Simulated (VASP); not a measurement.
FeCuSO, 8 atoms in the cell. The structure is tetragonal, space group P4/nmm (No. 129). Conventional cell: a = 3.786 Å, b = 3.786 Å, c = 8.565 Å, α = 90.00°, β = 90.00°, γ = 90.00°. Cu (site symmetry -4m2) has 4 S at 2.32 Å and 4 Cu at 2.68 Å within 3.1 Å. S (site symmetry 4mm) has 4 Cu at 2.32 Å within 3.1 Å. Within 2.6 Å of Fe (site symmetry -4m2) lie 4 O at 2.00 Å. O (site symmetry 4mm) has 4 Fe at 2.00 Å within 2.6 Å. 

- Program: VASP 6.6.1
- Task: single point
- Functional: PBE
- Dispersion: D3(BJ)
- Potentials or basis: VASP PAW PBE potentials, release 64 (Cu, S, Fe, O)
- Cutoff: 520 eV
- k mesh: 5 × 5 × 2
- Occupations: fermi-dirac, width 0.1 eV
- Spin: no spin polarisation
- Dipole correction: no
- Further INCAR settings: ALGO = Normal; EDIFF = 1e-06; NBANDS = 41

Potentials or basis: VASP PAW PBE potentials, release 64 (Cu, S, Fe, O).

Run with:

```console
$ cat potpaw_PBE.64/Cu/POTCAR potpaw_PBE.64/S/POTCAR potpaw_PBE.64/Fe/POTCAR potpaw_PBE.64/O/POTCAR > POTCAR
$ mpirun -np 1 vasp_std > vasp.out
```

Hardware: 1 thread of Intel(R) Xeon(R) Platinum 8488C (Sapphire Rapids), with other jobs on the host.

Task: Estimate the wall time of this run.

Result: Run time: 64 s on 1 thread of Intel(R) Xeon(R) Platinum 8488C (Sapphire Rapids), with other jobs on the host, peak memory 0.25 GiB. Counts: scf iterations 21, k points 12.
